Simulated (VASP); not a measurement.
# HC6 in VASP: a series of runs

HC6 is run at these levels: LDA; tasks: single point.

Everything below comes from runs of VASP 6.6.1. Logs are shortened: lines on timing, memory, paths and dates and some standing lists are left out, and cuts for length are marked.

## (1) The cell of the first run

The cell holds a wire or tube with vacuum around it, 14 atoms: a = 4.890 Å, b = 8.870 Å, c = 22.747 Å, α = 90.00°, β = 90.00°, γ = 97.92°.

## (2) Single point, LDA

File INCAR:

```
SYSTEM = HC6
  PREC = Accurate
  ENCUT = 520
  EDIFF = 1E-6
  ISMEAR = 0
  SIGMA = 0.1
  LREAL = .FALSE.
  LASPH = .TRUE.
  NELM = 80
  ALGO = Normal
  ISIF = 2
  LWAVE = .FALSE.
  LCHARG = .FALSE.
  LDIPOL = .TRUE.
  IDIPOL = 3
  DIPOL = 0.5 0.5 0.303
  NBANDS = 38
```

File KPOINTS:

```
Automatic mesh
0
G
  6 3 1
  0 0 0
```

File POSCAR:

```
HC6
1.0
    4.8895256614      0.0000000000      0.0000000000
   -1.2223814153      8.7849592876      0.0000000000
    0.0000000000      0.0000000000     22.7474729025
C H
12 2
Direct
    0.0193612757      0.0774451030      0.1758437088
    0.5193612758      0.0774451030      0.1758437088
    0.2742015947      0.0968063788      0.2059542860
    0.7742015947      0.0968063788      0.2059542860
    0.2838822326      0.1355289303      0.2661754406
    0.7838822326      0.1355289303      0.2661754406
    0.0386279421      0.1545151615      0.2955067254
    0.5386279421      0.1545151615      0.2955067254
    0.0488684834      0.1954807970      0.3583587359
    0.5488684834      0.1954807970      0.3583587359
    0.3031723044      0.2126952264      0.3845470194
    0.8031723044      0.2126952264      0.3845470194
    0.0488684834      0.1436746019      0.4324644300
    0.0488684834      0.2472869921      0.4324644300
```

Potentials or basis: VASP PAW LDA potentials, release 64 (C, H).

The run is started by

```
> cat potpaw_LDA.64/C/POTCAR potpaw_LDA.64/H/POTCAR > POTCAR
> mpirun -np 1 vasp_std > vasp.out
```

OUTCAR:

```text
SYSTEM = HC6
   PREC = Accurate
   ENCUT = 520
   EDIFF = 1E-6
   ISMEAR = 0
   LREAL = .FALSE.
   LASPH = .TRUE.
   NELM = 80
   ISIF = 2

 ion  position               nearest neighbor table
   1  0.019  0.077  0.176-   4 1.41   3 1.41
   2  0.519  0.077  0.176-   4 1.41   3 1.41
   3  0.274  0.097  0.206-   2 1.41   1 1.41   5 1.41
   4  0.774  0.097  0.206-   1 1.41   2 1.41   6 1.41
   5  0.284  0.136  0.266-   8 1.40   7 1.40   3 1.41
   6  0.784  0.136  0.266-   7 1.40   8 1.40   4 1.41
   7  0.039  0.155  0.296-   6 1.40   5 1.40   9 1.47
   8  0.539  0.155  0.296-   5 1.40   6 1.40  10 1.47
   9  0.049  0.195  0.358-  12 1.37  11 1.37   7 1.47
  10  0.549  0.195  0.358-  11 1.37  12 1.37   8 1.47
  11  0.303  0.213  0.385-  10 1.37   9 1.37
  12  0.803  0.213  0.385-   9 1.37  10 1.37
  13  0.049  0.144  0.432-
  14  0.049  0.247  0.432-

  LATTYP: Found a simple monoclinic cell.
 ALAT       =     4.8895256614
 B/A-ratio  =     4.6522862293
 C/A-ratio  =     1.8139991911
 COS(beta)  =    -0.1378170405

  Lattice vectors:

 A1 = (   4.8895256614,   0.0000000000,   0.0000000000)
 A2 = (   0.0000000000,   0.0000000000, -22.7474729025)
 A3 = (  -1.2223814153,   8.7849592876,   0.0000000000)

Analysis of symmetry for initial positions (statically):
=====================================================================
 Subroutine PRICEL returns:
 Original cell was already a primitive cell.

 Routine SETGRP: Setting up the symmetry group for a
 simple monoclinic supercell.

 Subroutine GETGRP returns: Found  1 space group operations
 (whereof  1 operations were pure point group operations)
 out of a pool of  4 trial point group operations.

The static configuration has the point symmetry C_1 .

Analysis of symmetry for dynamics (positions and initial velocities):
=====================================================================
 Subroutine PRICEL returns:
 Original cell was already a primitive cell.

 Routine SETGRP: Setting up the symmetry group for a
 simple monoclinic supercell.

 Subroutine GETGRP returns: Found  1 space group operations
 (whereof  1 operations were pure point group operations)
 out of a pool of  4 trial point group operations.

The dynamic configuration has the point symmetry C_1 .

 Subroutine INISYM returns: Found  1 space group operations
 (whereof  1 operations are pure point group operations),
 and found     1 'primitive' translations

----------------------------------------------------------------------------------------

                                     Primitive cell

  volume of cell :     977.1014

  direct lattice vectors                    reciprocal lattice vectors
     4.889525661  0.000000000  0.000000000     0.204518816  0.028457730  0.000000000
    -1.222381415  8.784959288  0.000000000     0.000000000  0.113830920  0.000000000
     0.000000000  0.000000000 22.747472903     0.000000000  0.000000000  0.043960927

  length of vectors
     4.889525661  8.869595594 22.747472903     0.206489197  0.113830920  0.043960927

  position of ions in fractional coordinates (direct lattice)
     0.019361276  0.077445103  0.175843709
     0.519361276  0.077445103  0.175843709
     0.274201595  0.096806379  0.205954286
     0.774201595  0.096806379  0.205954286
     0.283882233  0.135528930  0.266175441
     0.783882233  0.135528930  0.266175441
     0.038627942  0.154515162  0.295506725
     0.538627942  0.154515162  0.295506725
     0.048868483  0.195480797  0.358358736
     0.548868483  0.195480797  0.358358736
     0.303172304  0.212695226  0.384547019
     0.803172304  0.212695226  0.384547019
     0.048868483  0.143674602  0.432464430
     0.048868483  0.247286992  0.432464430

  ion indices of the primitive-cell ions
   primitive index   ion index
                 1           1
                 2           2
                 3           3
                 4           4
                 5           5
                 6           6
                 7           7
                 8           8
                 9           9
                10          10
                11          11
                12          12
                13          13
                14          14

----------------------------------------------------------------------------------------

 KPOINTS: Automatic mesh

Automatic generation of k-mesh.
 Grid dimensions read from file:
 generate k-points for:    6    3    1

 Generating k-lattice:

  Cartesian coordinates                     Fractional coordinates (reciprocal lattice)
     0.034086469  0.004742955  0.000000000     0.166666667  0.000000000  0.000000000
     0.000000000  0.037943640  0.000000000     0.000000000  0.333333333  0.000000000
     0.000000000  0.000000000  0.043960927     0.000000000  0.000000000  1.000000000

  Length of vectors
     0.034414866  0.037943640  0.043960927

  Shift w.r.t. Gamma in fractional coordinates (k-lattice)
     0.000000000  0.000000000  0.000000000

 Subroutine IBZKPT returns following result:
 ===========================================

 Found     10 irreducible k-points:

 Following reciprocal coordinates:
            Coordinates               Weight
  0.000000  0.000000  0.000000      1.000000
  0.166667  0.000000  0.000000      2.000000
  0.333333  0.000000  0.000000      2.000000
  0.500000  0.000000  0.000000      1.000000
  0.000000  0.333333  0.000000      2.000000
  0.166667  0.333333  0.000000      2.000000
  0.333333  0.333333  0.000000      2.000000
  0.500000  0.333333  0.000000      2.000000
 -0.333333  0.333333  0.000000      2.000000
 -0.166667  0.333333  0.000000      2.000000
   k-points           NKPTS =     10   k-points in BZ     NKDIM =     10   number of bands    NBANDS=     38
   number of dos      NEDOS =    301   number of ions     NIONS =     14
   total plane-waves  NPLWV = 453600
   dimension x,y,z NGX =    36 NGY =   70 NGZ =  180
   dimension x,y,z NGXF=    72 NGYF=  140 NGZF=  360
   ions per type =              12   2
   NGX,Y,Z   is equivalent  to a cutoff of  12.24, 13.12, 13.15 a.u.
   NGXF,Y,Z  is equivalent  to a cutoff of  24.48, 26.24, 26.31 a.u.
 SYSTEM =  HC6
   PREC   = accura    normal or accurate (medium, high low for compatibility)
   ISTART =      0    job   : 0-new  1-cont  2-samecut
   ICHARG =      2    charge: 1-file 2-atom 10-const
   ISPIN  =      1    spin polarized calculation?
   LNONCOLLINEAR =      F non collinear calculations
   LSORBIT =      F    spin-orbit coupling
   LASPH  =      T    aspherical Exc in radial PAW
   ENCUT  =  520.0 eV  38.22 Ry    6.18 a.u.   9.09 16.49 42.30*2*pi/ulx,y,z
   NELM   =     80;   NELMIN=  2; NELMDL= -5     # of ELM steps
   EDIFF  = 0.1E-05   stopping-criterion for ELM
   LREAL  =      F    real-space projection
[... 7 lines left out ...]
   TEBEG  =    0.0;   TEEND  =   0.0 temperature during run
   PSTRESS=    0.0 pullay stress
   NELECT =      50.0000    total number of electrons
   NUPDOWN=      -1.0000    fix difference up-down
   EMIN   =  10.00;   EMAX   =-10.00  energy-range for DOS
   EFERMI =   0.00;   METHOD = LEGACY
   ISMEAR =     0;   SIGMA  =   0.10  broadening in eV -4-tet -1-fermi 0-gaus
   EFERMI_NEDOS =   21; number of points for ismear=-14 and -15
   IALGO  =     38    algorithm
   IMIX   =      4    mixing-type and parameters
     AMIX     =   0.40;   BMIX     =  1.00
     AMIX_MAG =   1.60;   BMIX_MAG =  1.00
  volume/ion in A,a.u.               =      69.79       470.99
  Fermi-wavevector in a.u.,A,eV,Ry     =   0.607787  1.148551  5.026066  0.369405
  Thomas-Fermi vector in A             =   1.662378
   LORBIT       =      0    0 simple, 1 ext, 2 COOP (PROOUT), +10 PAW based schemes
   GGA     = CA    functional components
   LHFCALC =     F    Hartree Fock is set to
   AEXX    =    0.0000 exact exchange contribution
   IVDW    =     0    specifies the selected vdW correction
   LEPSILON=     F    determine dielectric tensor
   LRPA    =     F    only Hartree local field effects (RPA)
 non-spin polarized calculation
 Gauss-broadening in eV      SIGMA  =   0.10
  energy-cutoff  :      520.00
  volume of cell :      977.10
 maximum number of plane-waves:     26378
   NGX = 19   NGY = 33   NGZ = 85

 dipolmoment           0.000000      0.000000      0.153613 electrons x Angstroem

 number of electron      49.9999997 magnetization

 dipolmoment           0.000000      0.000000     -0.333978 electrons x Angstroem

 Free energy of the ion-electron system (eV)
  ---------------------------------------------------
  ext. energy  EPLUGINS =         0.00000000
  ---------------------------------------------------
  free energy    TOTEN  =      -113.69063520 eV

  energy without entropy =     -113.60242710  energy(sigma->0) =     -113.64653115

 E-fermi :  -4.3529     XC(G=0):  -1.8856

 val. band max:       -4.3561300475   @ k =   0.1667   0.3333   0.0000
 cond. band min:      -4.3497006155   @ k =   0.0000   0.0000   0.0000
 fundamental gap:      0.0064294321
 Fermi energy:        -4.3528800977

 k-point     1 :       0.0000    0.0000    0.0000
  band No.  band energies     occupation
      1     -23.1381      2.00000
      2     -21.6435      2.00000
      3     -19.3487      2.00000
      4     -18.8636      2.00000
      5     -18.8627      2.00000
      6     -17.4088      2.00000
[... 29 lines left out ...]
     36       1.4451      0.00000
     37       1.8619      0.00000
[... 328 lines left out ...]
      6     -17.2624      2.00000
[... 29 lines left out ...]
     36       1.4228      0.00000
     37       1.6173      0.00000
 [bands above 37 left out]

------------------------ aborting loop because EDIFF is reached ----------------------------------------

 vacuum level on the upper side and lower side of the slab       (xc-potential included)        -0.721         0.659

  FORCE on cell =-STRESS in cart. coord.  units (eV):
  Direction    XX          YY          ZZ          XY          YZ          ZX
  --------------------------------------------------------------------------------------
  -------------------------------------------------------------------------------------
  Total        0.0739156     -0.6843969      5.8898214     -0.7133478      0.7411896     -0.1274276
  in kB        0.1212012     -1.1222226      9.6576857     -1.1696940      1.2153469     -0.2089462
  external PRESSURE =       2.8855548 kB  Pullay stress =       0.0000000 kB

 VOLUME and BASIS-vectors are now :
 -----------------------------------------------------------------------------
  energy-cutoff  :      520.00
  volume of cell :      977.10
      direct lattice vectors                 reciprocal lattice vectors
     4.889525661  0.000000000  0.000000000     0.204518816  0.028457730  0.000000000
    -1.222381415  8.784959288  0.000000000     0.000000000  0.113830920  0.000000000
     0.000000000  0.000000000 22.747472903     0.000000000  0.000000000  0.043960927

 POSITION                                       TOTAL-FORCE (eV/Angst)
 -----------------------------------------------------------------------------------
     -0.00000      0.68035      4.00000         0.000342      0.411673      1.943271
      2.44476      0.68035      4.00000         0.003392      0.536165      1.844979
      1.22238      0.85044      4.68494         0.025671     -0.824314     -3.195147
      3.66714      0.85044      4.68494        -0.030642     -0.846043     -3.210398
      1.22238      1.19062      6.05482         0.006858      0.198819      0.936678
      3.66714      1.19062      6.05482        -0.001842      0.224699      0.952154
     -0.00000      1.35741      6.72203         0.002631      0.707171      0.744793
      2.44476      1.35741      6.72203        -0.001502      0.324094      0.730116
     -0.00001      1.71729      8.15176        -0.025595     -0.639598     -5.389643
      2.44475      1.71729      8.15176         0.063721     -0.350208     -0.725343
      1.22237      1.86852      8.74747        -1.594073     -0.617797      1.581715
      3.66714      1.86852      8.74747         1.634483     -0.135617      1.581046
      0.06332      1.26218      9.83747         0.744553      0.893182      0.929377
     -0.06334      2.17241      9.83747        -0.827997      0.117774      1.276402
 -----------------------------------------------------------------------------------
    total drift:                                0.000590      0.000505      0.000067

  FREE ENERGIE OF THE ION-ELECTRON SYSTEM (eV)
  ---------------------------------------------------
  free  energy   TOTEN  =      -113.6906352021 eV

  energy  without entropy=     -113.6024270988  energy(sigma->0) =     -113.64653115

 vacuum level on the upper side and lower side of the slab         0.476         1.884
```

Wall time 31 min (1 thread of Intel Xeon 8259CL, shared host); peak memory 0.76 GiB.

What came out:

```
Free energy            : -113.6906 eV
Largest force          : 5.428 eV/Å
Band gap on the k mesh : zero (bands 25 and 26 overlap by 0.01 eV)
```

Forces on the atoms (eV/Å):
```
C    0.000  0.412  1.943
C    0.003  0.536  1.845
C    0.026 -0.824 -3.195
C   -0.031 -0.846 -3.210
C    0.007  0.199  0.937
C   -0.002  0.225  0.952
C    0.003  0.707  0.745
C   -0.002  0.324  0.730
C   -0.026 -0.640 -5.390
C    0.064 -0.350 -0.725
C   -1.594 -0.618  1.582
C    1.634 -0.136  1.581
H    0.745  0.893  0.929
H   -0.828  0.118  1.276
```

Levels at points of the mesh, in eV from the Fermi level:
```
           k point  band 22  band 23  band 24  band 25  band 26  band 27  band 28  band 29
(0.00, 0.00, 0.00)    -2.26    -1.66    -0.24    -0.03     0.00     0.78     1.52     2.44
(0.50, 0.00, 0.00)    -1.97    -1.86    -1.19    -0.03    -0.02     1.72     2.80     2.84
```

(Part 1 of 3 ends here.)

The gap in the log of VASP goes by the Fermi energy; the results here count the filled bands.